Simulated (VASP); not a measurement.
CoSi (WC type):

```xyz
2
Lattice="2.4912 0.0000 0.0000 -1.2456 2.1574 0.0000 0.0000 0.0000 3.3818" Properties=species:S:1:pos:R:3 pbc="T T T"
Co    0.0000    0.0000    0.0000
Si    0.0000    1.4383    1.6909
```

Base run:

| Property | Result |
| --- | --- |
| Program | VASP 6.6.1 |
| Functional | PBE |
| Potentials or basis | VASP PAW PBE potentials, release 64 (Co, Si) |
| Cutoff | 520 eV |
| k mesh | 16 × 16 × 14 |
| Occupations | fermi-dirac, width 0.08 eV |
| Spin | no spin polarisation |

Its results: pressure 68.0 GPa.

**Question.** The run is repeated on the same cell with these changes: potentials or basis from VASP PAW PBE potentials, release 64 (Co, Si) to VASP PAW PBE potentials, release 64 (Co_sv, Si); cutoff from 520 eV to 600 eV; further incar settings from ALGO = Normal; EDIFF = 1e-06; NBANDS = 14 to ALGO = Normal; EDIFF = 1e-06; NBANDS = 18; valence electrons from 13 to 21. What comes out?

**Answer.** Pressure 65.7 GPa.
